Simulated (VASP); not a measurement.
Runs of VASP 6.6.1 on As. The structure is that of space group Pm-3m (No. 221), or close to it. The cells are those of the table. 

```csv
task,level,potentials or basis,cell,cutoff (eV),gap on the mesh (eV),pressure (GPa),relaxed volume (Å³/atom)
relaxation of cell and atoms,PBEsol+D3(BJ),"VASP PAW PBE potentials, release 64 (As)","relaxed from a = 2.704 Å, 1 atom",600,none,0.0,(a)
single point,BLYP+D3(BJ),"VASP PAW PBE potentials, release 64 (As)","a = 2.718 Å, 1 atom",520,none,0.4,-
relaxation of cell and atoms,LDA,"VASP PAW LDA potentials, release 64 (As)","relaxed from a = 2.704 Å, 1 atom",600,none,0.0,19.39
relaxation of cell and atoms,BLYP+D3(BJ),"VASP PAW PBE potentials, release 64 (As)","relaxed from a = 2.704 Å, 1 atom",600,none,0.0,20.18
single point,PBEsol+D3(BJ),"VASP PAW PBE potentials, release 64 (As)","a = 2.666 Å, 1 atom",520,none,0.4,-
single point,LDA,"VASP PAW LDA potentials, release 64 (As)","a = 2.683 Å, 1 atom",520,none,0.3,-
```

Alike in all rows: no spin polarisation; k mesh 8 × 8 × 8; smearing methfessel-paxton 0.15 eV.

Task: Estimate the missing entries.

Result: (a) 19.02.

Caveats: the PAW data sets were made with another functional, which shifts forces and pressure a little (some runs); pairwise dispersion overbinds metals, which lowers pressure and volume (some runs).

A k mesh can miss the band edges, and the runs leave out spin-orbit coupling on As.

A gap of «none» marks levels without a gap at the run's occupations.
